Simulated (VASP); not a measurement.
# SrTiO3 (I4/mcm) in VASP: a series of runs

The runs below take SrTiO3 through single point, with LDA, PBEsol, PBE, r2SCAN.

Program: VASP 6.6.1. These are calculated values, not measurements. Logs are shortened: lines on timing, memory, paths and dates and some standing lists are left out, and cuts for length are marked.

## (1) The cell of the first run

Symmetry: I4/mcm, No. 140, tetragonal system. Conventional cell: a = 5.432 Å, b = 5.432 Å, c = 7.744 Å, α = 90.00°, β = 90.00°, γ = 90.00°. Sr (site symmetry -42m) has 12 O at 2.58 to 2.88 Å and 8 Ti at 3.34 Å within 3.4 Å. Within 2.6 Å of Ti (site symmetry 4/m) lie 6 O at 1.93 to 1.94 Å. Within 2.6 Å of O (site symmetry 422) lie 2 Ti at 1.94 Å. O (site symmetry m2m) has 2 Ti at 1.93 Å and 2 Sr at 2.58 Å within 2.6 Å.

## (2) Single point, LDA

File INCAR:

```
SYSTEM = SrTiO3
PREC = Accurate
ENCUT = 520
EDIFF = 1E-6
ISMEAR = -1
SIGMA = 0.02
LREAL = .FALSE.
LASPH = .TRUE.
NELM = 100
ALGO = Normal
ISIF = 2
LWAVE = .FALSE.
LCHARG = .FALSE.
NBANDS = 51
```

File KPOINTS:

```
regular mesh
0
G
  6 6 6
  0 0 0
```

File POSCAR:

```
SrTiO3
1.0
   -2.7157894402      2.7157894402      3.8718353915
    2.7157894402     -2.7157894402      3.8718353915
    2.7157894402      2.7157894402     -3.8718353915
Sr Ti O
2 2 6
Direct
    0.7500000000      0.2500000000      0.5000000000
    0.2500000000      0.7500000000      0.5000000000
    0.0000000000      0.0000000000      0.0000000000
    0.5000000000      0.5000000000      0.0000000000
    0.2500000000      0.2500000000      0.0000000000
    0.7500000000      0.7500000000      0.0000000000
    0.7224118267      0.2224118267      0.9448236534
    0.2224118267      0.2775881733      0.5000000000
    0.2775881733      0.7775881733      0.0551763466
    0.7775881733      0.7224118267      0.5000000000
```

Potentials or basis: VASP PAW LDA potentials, release 64 (Sr_sv, Ti_sv, O).

Command:

```sh
cat potpaw_LDA.64/Sr_sv/POTCAR potpaw_LDA.64/Ti_sv/POTCAR potpaw_LDA.64/O/POTCAR > POTCAR
mpirun -np 1 vasp_std > vasp.out
```

OUTCAR:

```text
SYSTEM = SrTiO3
   PREC = Accurate
   ENCUT = 520
   EDIFF = 1E-6
   ISMEAR = -1
   LREAL = .FALSE.
   LASPH = .TRUE.
   NELM = 100
   ISIF = 2

 ion  position               nearest neighbor table
   1  0.750  0.250  0.500-   9 2.58   8 2.58  10 2.58   7 2.58   5 2.72   6 2.72   6 2.72   5 2.72
                             7 2.88   9 2.88   8 2.88  10 2.88   4 3.34   3 3.34   4 3.34   4 3.34
   2  0.250  0.750  0.500-   7 2.58   8 2.58  10 2.58   9 2.58   5 2.72   6 2.72   5 2.72   6 2.72
                             9 2.88   7 2.88  10 2.88   8 2.88   4 3.34   3 3.34   4 3.34   3 3.34
   3  0.000  0.000  0.000-   7 1.93   9 1.93   8 1.93  10 1.93   5 1.94   6 1.94   1 3.34   2 3.34
                             1 3.34   1 3.34   2 3.34   2 3.34   1 3.34   2 3.34
   4  0.500  0.500  0.000-   7 1.93   9 1.93  10 1.93   8 1.93   5 1.94   6 1.94   1 3.34   2 3.34
                             2 3.34   1 3.34   2 3.34   1 3.34   2 3.34   1 3.34
   5  0.250  0.250  0.000-   3 1.94   4 1.94   1 2.72   2 2.72   2 2.72   1 2.72
   6  0.750  0.750  0.000-   3 1.94   4 1.94   1 2.72   2 2.72   1 2.72   2 2.72
   7  0.722  0.222  0.945-   3 1.93   4 1.93   2 2.58   1 2.58   1 2.88   2 2.88
   8  0.222  0.278  0.500-   4 1.93   3 1.93   1 2.58   2 2.58   1 2.88   2 2.88
   9  0.278  0.778  0.055-   3 1.93   4 1.93   1 2.58   2 2.58   2 2.88   1 2.88
  10  0.778  0.722  0.500-   3 1.93   4 1.93   1 2.58   2 2.58   1 2.88   2 2.88

  LATTYP: Found a body centered tetragonal cell.
 ALAT       =     5.4315788804
 C/A-ratio  =     1.4256758400

  Lattice vectors:

 A1 = (  -2.7157894402,   2.7157894402,   3.8718353915)
 A2 = (   2.7157894402,  -2.7157894402,   3.8718353915)
 A3 = (   2.7157894402,   2.7157894402,  -3.8718353915)

Analysis of symmetry for initial positions (statically):
=====================================================================
 Subroutine PRICEL returns:
 Original cell was already a primitive cell.

 Routine SETGRP: Setting up the symmetry group for a
 body centered tetragonal supercell.

 Subroutine GETGRP returns: Found 16 space group operations
 (whereof  8 operations were pure point group operations)
 out of a pool of 16 trial point group operations.

The static configuration has the point symmetry C_4h.
 The point group associated with its full space group is D_4h.

Analysis of symmetry for dynamics (positions and initial velocities):
=====================================================================
 Subroutine PRICEL returns:
 Original cell was already a primitive cell.

 Routine SETGRP: Setting up the symmetry group for a
 body centered tetragonal supercell.

 Subroutine GETGRP returns: Found 16 space group operations
 (whereof  8 operations were pure point group operations)
 out of a pool of 16 trial point group operations.

The dynamic configuration has the point symmetry C_4h.
 The point group associated with its full space group is D_4h.

 Subroutine INISYM returns: Found 16 space group operations
 (whereof  8 operations are pure point group operations),
 and found     1 'primitive' translations

----------------------------------------------------------------------------------------

                                     Primitive cell

  volume of cell :     114.2271

  direct lattice vectors                    reciprocal lattice vectors
    -2.715789440  2.715789440  3.871835391     0.000000000  0.184108529  0.129137721
     2.715789440 -2.715789440  3.871835391     0.184108529  0.000000000  0.129137721
     2.715789440  2.715789440 -3.871835391     0.184108529  0.184108529  0.000000000

  length of vectors
     5.453634922  5.453634922  5.453634922     0.224883307  0.224883307  0.260368779

  position of ions in fractional coordinates (direct lattice)
     0.750000000  0.250000000  0.500000000
     0.250000000  0.750000000  0.500000000
     0.000000000  0.000000000  0.000000000
     0.500000000  0.500000000  0.000000000
     0.250000000  0.250000000  0.000000000
     0.750000000  0.750000000  0.000000000
     0.722411827  0.222411827  0.944823653
     0.222411827  0.277588173  0.500000000
     0.277588173  0.777588173  0.055176347
     0.777588173  0.722411827  0.500000000

  ion indices of the primitive-cell ions
   primitive index   ion index
                 1           1
                 2           2
                 3           3
                 4           4
                 5           5
                 6           6
                 7           7
                 8           8
                 9           9
                10          10

----------------------------------------------------------------------------------------

 KPOINTS: regular mesh

Automatic generation of k-mesh.
 Grid dimensions read from file:
 generate k-points for:    6    6    6

 Generating k-lattice:

  Cartesian coordinates                     Fractional coordinates (reciprocal lattice)
     0.000000000  0.030684755  0.021522954     0.166666667  0.000000000  0.000000000
     0.030684755  0.000000000  0.021522954     0.000000000  0.166666667  0.000000000
     0.030684755  0.030684755  0.000000000     0.000000000  0.000000000  0.166666667

  Length of vectors
     0.037480551  0.037480551  0.043394797

  Shift w.r.t. Gamma in fractional coordinates (k-lattice)
     0.000000000  0.000000000  0.000000000

 Subroutine IBZKPT returns following result:
 ===========================================

 Found     30 irreducible k-points:

 Following reciprocal coordinates:
            Coordinates               Weight
  0.000000  0.000000  0.000000      1.000000
  0.166667 -0.000000  0.000000      8.000000
  0.333333 -0.000000  0.000000      8.000000
  0.500000  0.000000  0.000000      4.000000
  0.166667  0.166667  0.000000      8.000000
  0.333333  0.166667  0.000000     16.000000
[... 16 lines left out ...]
 -0.333333 -0.333333  0.166667      8.000000
 -0.166667 -0.333333  0.166667      8.000000
 [... further k-points ...]
   k-points           NKPTS =     30   k-points in BZ     NKDIM =     30   number of bands    NBANDS=     51
   number of dos      NEDOS =    301   number of ions     NIONS =     10
   total plane-waves  NPLWV =  74088
   dimension x,y,z NGX =    42 NGY =   42 NGZ =   42
   dimension x,y,z NGXF=    84 NGYF=   84 NGZF=   84
   ions per type =               2   2   6
   NGX,Y,Z   is equivalent  to a cutoff of  12.80, 12.80, 12.80 a.u.
   NGXF,Y,Z  is equivalent  to a cutoff of  25.61, 25.61, 25.61 a.u.
 SYSTEM =  SrTiO3
   PREC   = accura    normal or accurate (medium, high low for compatibility)
   ISTART =      0    job   : 0-new  1-cont  2-samecut
   ICHARG =      2    charge: 1-file 2-atom 10-const
   ISPIN  =      1    spin polarized calculation?
   LNONCOLLINEAR =      F non collinear calculations
   LSORBIT =      F    spin-orbit coupling
   LASPH  =      T    aspherical Exc in radial PAW
   ENCUT  =  520.0 eV  38.22 Ry    6.18 a.u.  10.14 10.14 10.14*2*pi/ulx,y,z
   NELM   =    100;   NELMIN=  2; NELMDL= -5     # of ELM steps
   EDIFF  = 0.1E-05   stopping-criterion for ELM
   LREAL  =      F    real-space projection
   EDIFFG = 0.1E-04   stopping-criterion for IOM
   NSW    =      0    number of steps for IOM
   IBRION =     -1    ionic relax: 0-MD 1-quasi-New 2-CG
   NFREE  =      0    steps in history (QN), initial steepest desc. (CG)
   ISIF   =      2    stress and relaxation
   ISYM   =      2    0-nonsym 1-usesym 2-fastsym
   POTIM  = 0.5000    time-step for ionic-motion
   TEBEG  =    0.0;   TEEND  =   0.0 temperature during run
   PSTRESS=    0.0 pullay stress
   NELECT =      80.0000    total number of electrons
   NUPDOWN=      -1.0000    fix difference up-down
   EMIN   =  10.00;   EMAX   =-10.00  energy-range for DOS
   EFERMI =   0.00;   METHOD = LEGACY
   ISMEAR =    -1;   SIGMA  =   0.02  broadening in eV -4-tet -1-fermi 0-gaus
   EFERMI_NEDOS =   21; number of points for ismear=-14 and -15
   IALGO  =     38    algorithm
   IMIX   =      4    mixing-type and parameters
     AMIX     =   0.40;   BMIX     =  1.00
     AMIX_MAG =   1.60;   BMIX_MAG =  1.00
  volume/ion in A,a.u.               =      11.42        77.08
  Fermi-wavevector in a.u.,A,eV,Ry     =   1.453835  2.747350 28.757769  2.113636
  Thomas-Fermi vector in A             =   2.571056
   LORBIT       =      0    0 simple, 1 ext, 2 COOP (PROOUT), +10 PAW based schemes
   GGA     = CA    functional components
   LHFCALC =     F    Hartree Fock is set to
   AEXX    =    0.0000 exact exchange contribution
   IVDW    =     0    specifies the selected vdW correction
   LEPSILON=     F    determine dielectric tensor
   LRPA    =     F    only Hartree local field effects (RPA)
 non-spin polarized calculation
  energy-cutoff  :      520.00
  volume of cell :      114.23
 maximum number of plane-waves:      3119
 NGX is ok and might be reduce to    42
   NGX = 21   NGY = 21   NGZ = 21

 number of electron      79.9999988 magnetization

 Free energy of the ion-electron system (eV)
  ---------------------------------------------------
  ext. energy  EPLUGINS =         0.00000000
  ---------------------------------------------------
  free energy    TOTEN  =       -88.37184121 eV

  energy without entropy =      -88.37184121  energy(sigma->0) =      -88.37184121

 E-fermi :   4.5296     XC(G=0): -12.0148

 val. band max:        4.0793640816   @ k =  -0.1667   0.1667   0.0000
 cond. band min:       6.0469666689   @ k =   0.0000   0.0000   0.0000
 fundamental gap:      1.9676025874
 Fermi energy:         4.5296011189

 k-point     1 :       0.0000    0.0000    0.0000
  band No.  band energies     occupation
      1     -51.4140      2.00000
      2     -51.4078      2.00000
      3     -28.1663      2.00000
      4     -28.1663      2.00000
      5     -28.1660      2.00000
      6     -28.0905      2.00000
[... 43 lines left out ...]
     50       9.9511      0.00000
     51      10.7387      0.00000
[... 1240 lines left out ...]
     50      10.8918      0.00000
     51      11.2614      0.00000

 [... further k-points ...]

------------------------ aborting loop because EDIFF is reached ----------------------------------------

  FORCE on cell =-STRESS in cart. coord.  units (eV):
  Direction    XX          YY          ZZ          XY          YZ          ZX
  --------------------------------------------------------------------------------------
  -------------------------------------------------------------------------------------
  Total        0.7186497      0.7186497      0.7523473      0.0000000      0.0000000      0.0000000
  in kB       10.0799589     10.0799589     10.5526102      0.0000000      0.0000000      0.0000000
  external PRESSURE =      10.2375093 kB  Pullay stress =       0.0000000 kB

 VOLUME and BASIS-vectors are now :
 -----------------------------------------------------------------------------
  energy-cutoff  :      520.00
  volume of cell :      114.23
      direct lattice vectors                 reciprocal lattice vectors
    -2.715789440  2.715789440  3.871835391     0.000000000  0.184108529  0.129137721
     2.715789440 -2.715789440  3.871835391     0.184108529  0.000000000  0.129137721
     2.715789440  2.715789440 -3.871835391     0.184108529  0.184108529  0.000000000

 POSITION                                       TOTAL-FORCE (eV/Angst)
 -----------------------------------------------------------------------------------
      0.00000      2.71579      1.93592         0.000000     -0.000000      0.000000
      2.71579      0.00000      1.93592         0.000000     -0.000000      0.000000
      0.00000      0.00000      0.00000         0.000000     -0.000000      0.000000
      0.00000      0.00000      3.87184         0.000000     -0.000000      0.000000
      0.00000      0.00000      1.93592         0.000000     -0.000000      0.000000
      0.00000      0.00000      5.80775         0.000000     -0.000000      0.000000
      1.20805      3.92384     -0.00000         0.003684      0.003684     -0.000000
      1.50774      1.20805     -0.00000        -0.003684      0.003684      0.000000
      1.50774     -1.20805      3.87184        -0.003684     -0.003684      0.000000
      1.20805      1.50774      3.87184         0.003684     -0.003684      0.000000
 -----------------------------------------------------------------------------------
    total drift:                               -0.000000     -0.000000      0.000000

  FREE ENERGIE OF THE ION-ELECTRON SYSTEM (eV)
  ---------------------------------------------------
  free  energy   TOTEN  =       -88.3718412070 eV

  energy  without entropy=      -88.3718412070  energy(sigma->0) =      -88.37184121
```

Wall time 5.3 min (1 thread of Intel Xeon 6975P-C (Granite Rapids), shared host); peak memory 0.31 GiB.

What came out:

- Free energy: -88.3718 eV
- Pressure: 1.0 GPa
- Largest force: 0.005 eV/Å
- Band gap on the k mesh: 1.97 eV (least direct gap 1.98 eV)

Forces in eV/Å, atoms in the order of the input:
```
Sr   0.000  0.000  0.000
Sr   0.000  0.000  0.000
Ti   0.000  0.000  0.000
Ti   0.000  0.000  0.000
O    0.000  0.000  0.000
O    0.000  0.000  0.000
O    0.004  0.004  0.000
O   -0.004  0.004  0.000
O   -0.004 -0.004  0.000
O    0.004 -0.004  0.000
```

Levels at points of the mesh, in eV from the valence-band top:
```
           k point  band 38  band 39  band 40  band 41  band 42  band 43
(0.00, 0.00, 0.00)    -0.20    -0.02    -0.02     1.97     1.97     1.99
(0.50, 0.00, 0.00)    -0.74    -0.59    -0.59     3.52     3.52     3.56
(0.50, 0.50, 0.00)    -0.65    -0.64    -0.04     2.11     3.91     3.93
(0.50, 0.50, 0.50)    -0.57    -0.57    -0.07     2.16     3.86     3.86
```

A k mesh can miss the band edges. LDA gaps usually lie below the measured ones, often by a third to a half.

[end of part 1 of 2]
